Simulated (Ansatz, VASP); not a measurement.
Au in VASP and in Ansatz

File POSCAR:

```
Au
1.0
   -1.6786301820      1.6786301820      1.5558035833
    1.6786301820     -1.6786301820      1.5558035833
    1.6786301820      1.6786301820     -1.5558035833
Au
1
Direct
    0.0000000000      0.0000000000      0.0000000000
```

The input INCAR.step1:

```
SYSTEM = Au
PREC = Accurate
ENCUT = 520
ISMEAR = 0
SIGMA = 0.15
LREAL = .FALSE.
LASPH = .TRUE.
NELM = 100
NBANDS = 12
GGA = PE
ALGO = Normal
EDIFF = 1E-4
LWAVE = .TRUE.
LCHARG = .FALSE.
```

INCAR.step2

```
SYSTEM = Au
PREC = Accurate
ENCUT = 520
EDIFF = 1E-6
ISMEAR = 0
SIGMA = 0.15
LREAL = .FALSE.
LASPH = .TRUE.
NELM = 100
ALGO = Normal
ISIF = 2
LWAVE = .FALSE.
LCHARG = .FALSE.
METAGGA = R2SCAN
LMIXTAU = .TRUE.
NBANDS = 12
ISTART = 1
```

The input KPOINTS:

```
Automatic mesh
0
G
  26 26 26
  0 0 0
```

Input for Ansatz:

```yaml
crystal:
  lattice:
    - [-1.678630182, 1.678630182, 1.5558035833]
    - [1.678630182, -1.678630182, 1.5558035833]
    - [1.678630182, 1.678630182, -1.5558035833]
  atoms:
    - { symbol: Au, position: [0.0, 0.0, 0.0] }
basis:
  ecutwfc: 500
kpoints:
  mp_grid: { grid: [26, 26, 26] }
hamiltonian:
  xc: r2scan
scf:
  occupations: { method: gaussian, width: 0.15 }
output:
  forces: true
  stress: true
  eigenvalues: true
```

Change from the starting cell: strain +0.025 along x and y, -0.050 along z, atoms carried along.

Alike in both runs: task single point; functional r2SCAN; k mesh 26 × 26 × 26; occupations gaussian, width 0.15 eV; no spin polarisation.

|  | VASP | Ansatz |
| --- | --- | --- |
| version | VASP 6.6.1 | Ansatz 0.2.0 |
| potentials or method | VASP PAW PBE potentials, release 64 (Au), cutoff 520 eV | scalar-relativistic, plane waves, PAW |
| valence electrons in the cell | 11 | 19 |

VASP gave:

| Quantity | Value |
| --- | --- |
| gap on the k mesh at the Fermi level (eV) | none |
| pressure (GPa) | 0.9 |
| traceless stress, the component that is largest in VASP (GPa) | -0.41 |

Question: What did Ansatz give for the same quantities?

Answer: gap on the k mesh at the Fermi level (eV): none; pressure (GPa): 0.6; traceless stress, the component that is largest in VASP (GPa): -0.40.

VASP's potentials were made for PBE, not for r2SCAN. A gap of «none» marks a metal or a gap that the smearing closes. VASP's potentials hold 11 valence electrons a cell and Ansatz's 19, so a difference there can come from the potentials and not from the codes.

Neither program's run includes spin-orbit coupling.
